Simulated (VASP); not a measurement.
# PbS (R3m) in VASP: settings compared

The runs below take PbS through single point, with PBE, RPBE.

Everything below comes from runs of VASP 6.6.1. Logs are shortened: lines on timing, memory, paths and dates and some standing lists are left out, and cuts for length are marked.

### Step 1. The cell of the first run

Symmetry: R3m, No. 160, trigonal system. Conventional cell: a = 4.009 Å, b = 4.009 Å, c = 9.825 Å, α = 90.00°, β = 90.00°, γ = 120.00°. Within 3.7 Å of Pb (site symmetry 3m) lie 6 S at 2.80 to 2.87 Å. S (site symmetry 3m) has 6 Pb at 2.80 to 2.87 Å within 3.7 Å.

### Step 2. Single point, PBE

Input file INCAR:

```
PREC     = Accurate       # precision mode
ENCUT    = 500            # plane-wave cutoff, eV
EDIFF    = 1E-6           # SCF threshold, eV
ISMEAR   = -5             # smearing method
SIGMA    = 0.1            # smearing width, eV
LREAL    = False          # projectors in reciprocal space
LASPH    = True           # aspherical terms in the spheres
NELM     = 120            # most SCF steps
ALGO     = Normal         # electronic algorithm
ISIF     = 2              # what is computed and relaxed
LWAVE    = False          # write WAVECAR
LCHARG   = False          # write CHGCAR
GGA      = PE             # functional
NBANDS   = 17             # bands
GGA_COMPAT= False
```

Input file KPOINTS:

```
Automatic mesh
0
Gamma
  3 3 3
```

Input file POSCAR:

```
PbS
1.0
    2.0043916455      1.1572360561      3.2750118381
   -2.0043916455      1.1572360561      3.2750118381
    0.0000000000     -2.3144721123      3.2750118380
Pb S
1 1
Direct
    0.9805657800      0.9805657800      0.9805657800
    0.4750355500      0.4750355500      0.4750355500
```

Potentials or basis: VASP PAW PBE potentials, release 64 (Pb_d, S).

The run is started by

```sh
$ cat potpaw_PBE.64/Pb_d/POTCAR potpaw_PBE.64/S/POTCAR > POTCAR
$ mpirun -np 1 vasp_std > vasp.out
```

OUTCAR:

```text
PREC = Accurate
   ENCUT = 500
   EDIFF = 1E-6
   ISMEAR = -5
   LREAL = False
   LASPH = True
   NELM = 120
   ISIF = 2
   GGA = PE

 ion  position               nearest neighbor table
   1  0.981  0.981  0.981-   2 2.80   2 2.80   2 2.80   2 2.87   2 2.87   2 2.87
   2  0.475  0.475  0.475-   1 2.80   1 2.80   1 2.80   1 2.87   1 2.87   1 2.87

  LATTYP: Found a trigonal (rhomboedric) cell.
 ALAT       =     4.0102972082
 COS(alpha) =     0.5003774362

  Lattice vectors:

 A1 = (   2.0043916455,   1.1572360561,   3.2750118381)
 A2 = (  -2.0043916455,   1.1572360561,   3.2750118381)
 A3 = (   0.0000000000,  -2.3144721123,   3.2750118380)

Analysis of symmetry for initial positions (statically):
=====================================================================
 Subroutine PRICEL returns:
 Original cell was already a primitive cell.

 Routine SETGRP: Setting up the symmetry group for a
 trigonal (rhombohedral) supercell.

 Subroutine GETGRP returns: Found  6 space group operations
 (whereof  6 operations were pure point group operations)
 out of a pool of 12 trial point group operations.

The static configuration has the point symmetry C_3v.

Analysis of symmetry for dynamics (positions and initial velocities):
=====================================================================
 Subroutine PRICEL returns:
 Original cell was already a primitive cell.

 Routine SETGRP: Setting up the symmetry group for a
 trigonal (rhombohedral) supercell.

 Subroutine GETGRP returns: Found  6 space group operations
 (whereof  6 operations were pure point group operations)
 out of a pool of 12 trial point group operations.

The dynamic configuration has the point symmetry C_3v.

 Subroutine INISYM returns: Found  6 space group operations
 (whereof  6 operations are pure point group operations),
 and found     1 'primitive' translations

----------------------------------------------------------------------------------------

                                     Primitive cell

  volume of cell :      45.5794

  direct lattice vectors                    reciprocal lattice vectors
     2.004391646  1.157236056  3.275011838     0.249452247  0.144021322  0.101780803
    -2.004391646  1.157236056  3.275011838    -0.249452247  0.144021322  0.101780803
     0.000000000 -2.314472112  3.275011838     0.000000000 -0.288042644  0.101780803

  length of vectors
     4.010297208  4.010297208  4.010297208     0.305496148  0.305496148  0.305496148

  position of ions in fractional coordinates (direct lattice)
     0.980565780  0.980565780  0.980565780
     0.475035550  0.475035550  0.475035550

  ion indices of the primitive-cell ions
   primitive index   ion index
                 1           1
                 2           2

----------------------------------------------------------------------------------------

 KPOINTS: Automatic mesh

Automatic generation of k-mesh.
 Grid dimensions read from file:
 generate k-points for:    3    3    3

 Generating k-lattice:

  Cartesian coordinates                     Fractional coordinates (reciprocal lattice)
     0.083150749  0.048007107  0.033926934     0.333333333  0.000000000 -0.000000000
    -0.083150749  0.048007107  0.033926934     0.000000000  0.333333333 -0.000000000
     0.000000000 -0.096014215  0.033926934     0.000000000  0.000000000  0.333333333

  Length of vectors
     0.101832049  0.101832049  0.101832049

  Shift w.r.t. Gamma in fractional coordinates (k-lattice)
     0.000000000  0.000000000  0.000000000

 TETIRR: Found     14 inequivalent tetrahedra from      162

 Subroutine IBZKPT returns following result:
 ===========================================

 Found      6 irreducible k-points:

 Following reciprocal coordinates:
            Coordinates               Weight
  0.000000  0.000000  0.000000      1.000000
  0.333333 -0.000000 -0.000000      6.000000
  0.333333  0.333333 -0.000000      6.000000
 -0.333333  0.333333  0.000000      6.000000
  0.333333  0.333333  0.333333      2.000000
 -0.333333  0.333333  0.333333      6.000000
   k-points           NKPTS =      6   k-points in BZ     NKDIM =      6   number of bands    NBANDS=     17
   number of dos      NEDOS =    301   number of ions     NIONS =      2
   total plane-waves  NPLWV =  27000
   dimension x,y,z NGX =    30 NGY =   30 NGZ =   30
   dimension x,y,z NGXF=    60 NGYF=   60 NGZF=   60
   ions per type =               1   1
   NGX,Y,Z   is equivalent  to a cutoff of  12.44, 12.44, 12.44 a.u.
   NGXF,Y,Z  is equivalent  to a cutoff of  24.87, 24.87, 24.87 a.u.
 SYSTEM =  unknown system
   PREC   = accura    normal or accurate (medium, high low for compatibility)
   ISTART =      0    job   : 0-new  1-cont  2-samecut
   ICHARG =      2    charge: 1-file 2-atom 10-const
   ISPIN  =      1    spin polarized calculation?
   LNONCOLLINEAR =      F non collinear calculations
   LSORBIT =      F    spin-orbit coupling
   LASPH  =      T    aspherical Exc in radial PAW
   ENCUT  =  500.0 eV  36.75 Ry    6.06 a.u.   7.31  7.31  7.31*2*pi/ulx,y,z
   NELM   =    120;   NELMIN=  2; NELMDL= -5     # of ELM steps
   EDIFF  = 0.1E-05   stopping-criterion for ELM
   LREAL  =      F    real-space projection
   EDIFFG = 0.1E-04   stopping-criterion for IOM
   NSW    =      0    number of steps for IOM
   IBRION =     -1    ionic relax: 0-MD 1-quasi-New 2-CG
   NFREE  =      0    steps in history (QN), initial steepest desc. (CG)
   ISIF   =      2    stress and relaxation
   ISYM   =      2    0-nonsym 1-usesym 2-fastsym
   POTIM  = 0.5000    time-step for ionic-motion
   TEBEG  =    0.0;   TEEND  =   0.0 temperature during run
   PSTRESS=    0.0 pullay stress
   NELECT =      20.0000    total number of electrons
   NUPDOWN=      -1.0000    fix difference up-down
   EMIN   =  10.00;   EMAX   =-10.00  energy-range for DOS
   EFERMI =   0.00;   METHOD = LEGACY
   ISMEAR =    -5;   SIGMA  =   0.10  broadening in eV -4-tet -1-fermi 0-gaus
   EFERMI_NEDOS =   21; number of points for ismear=-14 and -15
   IALGO  =     38    algorithm
   IMIX   =      4    mixing-type and parameters
     AMIX     =   0.40;   BMIX     =  1.00
     AMIX_MAG =   1.60;   BMIX_MAG =  1.00
  volume/ion in A,a.u.               =      22.79       153.79
  Fermi-wavevector in a.u.,A,eV,Ry     =   1.244024  2.350864 21.056303  1.547595
  Thomas-Fermi vector in A             =   2.378309
   LORBIT       =      0    0 simple, 1 ext, 2 COOP (PROOUT), +10 PAW based schemes
   GGA     = PE    functional components
   LHFCALC =     F    Hartree Fock is set to
   AEXX    =    0.0000 exact exchange contribution
   IVDW    =     0    specifies the selected vdW correction
   LEPSILON=     F    determine dielectric tensor
   LRPA    =     F    only Hartree local field effects (RPA)
 non-spin polarized calculation
 Fermi weights with tetrahedron method with Bloechl corrections
  energy-cutoff  :      500.00
  volume of cell :       45.58
 maximum number of plane-waves:      1150
 NGX is ok and might be reduce to    30
   NGX = 15   NGY = 15   NGZ = 15

 number of electron      19.9999999 magnetization

 Free energy of the ion-electron system (eV)
  ---------------------------------------------------
  ext. energy  EPLUGINS =         0.00000000
  ---------------------------------------------------
  free energy    TOTEN  =        -8.62855059 eV

  energy without entropy =       -8.62855059  energy(sigma->0) =       -8.62855059

 E-fermi :   6.8848     XC(G=0): -10.3644

 val. band max:        6.8761240996   @ k =   0.3333  -0.0000  -0.0000
 cond. band min:       9.0435358610   @ k =   0.3333  -0.0000  -0.0000
 fundamental gap:      2.1674117614
 Fermi energy:         6.8847977271

 k-point     1 :       0.0000    0.0000    0.0000
  band No.  band energies     occupation
      1      -9.4427      2.00000
      2      -9.4423      2.00000
      3      -9.4423      2.00000
      4      -9.4349      2.00000
      5      -9.4349      2.00000
      6      -7.2515      2.00000
[... 9 lines left out ...]
     16      14.1228      0.00000
     17      15.8876      0.00000

 k-point     2 :       0.3333   -0.0000   -0.0000
  band No.  band energies     occupation
      1      -9.4792      2.00000
      2      -9.4778      2.00000
      3      -9.4428      2.00000
      4      -9.3844      2.00000
      5      -9.3841      2.00000
      6      -6.2144      2.00000
[... 9 lines left out ...]
     16      16.2000      0.00000
     17      20.6856      0.00000

 k-point     3 :       0.3333    0.3333   -0.0000
  band No.  band energies     occupation
      1      -9.6448      2.00000
      2      -9.4763      2.00000
      3      -9.4030      2.00000
      4      -9.3678      2.00000
      5      -9.3676      2.00000
      6      -5.7317      2.00000
[... 9 lines left out ...]
     16      19.1425      0.00000
     17      19.2871      0.00000

 k-point     4 :      -0.3333    0.3333    0.0000
  band No.  band energies     occupation
      1      -9.6202      2.00000
      2      -9.4448      2.00000
      3      -9.4292      2.00000
      4      -9.3894      2.00000
      5      -9.3643      2.00000
      6      -5.0979      2.00000
[... 9 lines left out ...]
     16      18.4063      0.00000
     17      19.9611      0.00000

 k-point     5 :       0.3333    0.3333    0.3333
  band No.  band energies     occupation
      1      -9.4781      2.00000
      2      -9.4781      2.00000
      3      -9.4434      2.00000
      4      -9.3841      2.00000
      5      -9.3841      2.00000
      6      -6.2193      2.00000
[... 9 lines left out ...]
     16      16.2033      0.00000
     17      20.6894      0.00000

 k-point     6 :      -0.3333    0.3333    0.3333
  band No.  band energies     occupation
      1      -9.6201      2.00000
      2      -9.4438      2.00000
      3      -9.4301      2.00000
      4      -9.3895      2.00000
      5      -9.3642      2.00000
      6      -5.1019      2.00000
[... 9 lines left out ...]
     16      18.4041      0.00000
     17      19.9589      0.00000

------------------------ aborting loop because EDIFF is reached ----------------------------------------

  FORCE on cell =-STRESS in cart. coord.  units (eV):
  Direction    XX          YY          ZZ          XY          YZ          ZX
  --------------------------------------------------------------------------------------
  -------------------------------------------------------------------------------------
  Total        3.2910817      3.2910817      3.2778182     -0.0000000      0.0000000     -0.0000000
  in kB      115.6859406    115.6859406    115.2197098     -0.0000000      0.0000000     -0.0000000
  external PRESSURE =     115.5305303 kB  Pullay stress =       0.0000000 kB

 VOLUME and BASIS-vectors are now :
 -----------------------------------------------------------------------------
  energy-cutoff  :      500.00
  volume of cell :       45.58
      direct lattice vectors                 reciprocal lattice vectors
     2.004391646  1.157236056  3.275011838     0.249452247  0.144021322  0.101780803
    -2.004391646  1.157236056  3.275011838    -0.249452247  0.144021322  0.101780803
     0.000000000 -2.314472112  3.275011838     0.000000000 -0.288042644  0.101780803

 POSITION                                       TOTAL-FORCE (eV/Angst)
 -----------------------------------------------------------------------------------
      0.00000     -0.00000      9.63409         0.000000      0.000000     -0.096898
      0.00000     -0.00000      4.66724         0.000000     -0.000000      0.096898
 -----------------------------------------------------------------------------------
    total drift:                               -0.000000      0.000000      0.000138

  FREE ENERGIE OF THE ION-ELECTRON SYSTEM (eV)
  ---------------------------------------------------
  free  energy   TOTEN  =        -8.6285505929 eV

  energy  without entropy=       -8.6285505929  energy(sigma->0) =       -8.62855059
```

It took 13 s on 1 thread of AMD EPYC 7R13, shared host; peak memory 0.13 GiB.

What came out:

| Property | Result |
| --- | --- |
| Free energy | -8.6286 eV |
| Pressure | 11.6 GPa |
| Largest force | 0.097 eV/Å |

Forces in eV/Å, atoms in the order of the input:
```
Pb   0.000  0.000 -0.097
S    0.000  0.000  0.097
```

Caveat: the k points lie up to 0.64 Å⁻¹ apart; this odd mesh misses L, where the gap lies, so gap, dielectric constants and Born charges aren't listed; spin-orbit coupling is left out, which moves the levels of the heavy elements.

### Step 3. Single point, RPBE

This run uses another cell than the first one, of 26.69 Å³/atom, 1.171 times its volume.

Input file INCAR:

```
SYSTEM = PbS
PREC = Accurate
ENCUT = 500
EDIFF = 1E-6
ISMEAR = 0
SIGMA = 0.1
LREAL = .False.
LASPH = .True.
NELM = 120
ALGO = Normal
ISIF = 2
LWAVE = .False.
LCHARG = .True.
GGA = RP
LELF = .True.
LVHAR = .True.
NELECT = 19.5
NBANDS = 17
GGA_COMPAT = .False.
```

Input file KPOINTS:

```
Automatic mesh
0
Gamma
  3 3 3
  0 0 0
```

Input file POSCAR:

```
PbS
1.0
    2.1126617058      1.2197458045      3.4519162518
   -2.1126617058      1.2197458045      3.4519162518
    0.0000000000     -2.4394916091      3.4519162518
Pb S
1 1
Direct
    0.9805657800      0.9805657800      0.9805657800
    0.4750355500      0.4750355500      0.4750355500
```

Potentials or basis: VASP PAW PBE potentials, release 64 (Pb_d, S).

The run is started by

```sh
$ cat potpaw_PBE.64/Pb_d/POTCAR potpaw_PBE.64/S/POTCAR > POTCAR
$ mpirun -np 1 vasp_std > vasp.out
```

Run time: 15 s. Hardware: 1 thread of AMD EPYC 7R13, shared host; peak memory 0.14 GiB.

Results (log left out):

```yaml
Free_energy: -10.6433 eV
Largest_force: 0.046 eV/Å
```

Forces in eV/Å, atoms in the order of the input:
```
Pb   0.000  0.000 -0.046
S    0.000  0.000  0.046
```

Levels at points of the mesh, in eV from the Fermi level:
| k point | band 7 | band 8 | band 9 | band 10 | band 11 | band 12 | band 13 | band 14 |
| --- | --- | --- | --- | --- | --- | --- | --- | --- |
| (0.00, 0.00, 0.00) | -5.21 | -1.36 | -1.36 | -1.36 | 6.13 | 6.15 | 6.15 | 7.90 |

Caveat: the k points lie up to 0.61 Å⁻¹ apart; the cell carries a net charge on a neutralising background, which shifts energy and pressure; the cell is charged against a uniform background, so pressure and absolute levels hang on convention; this odd mesh misses L, where the gap lies, so gap, dielectric constants and Born charges aren't listed; the PAW data sets were made with another functional, which shifts forces and pressure a little; spin-orbit coupling is left out, which moves the levels of the heavy elements.
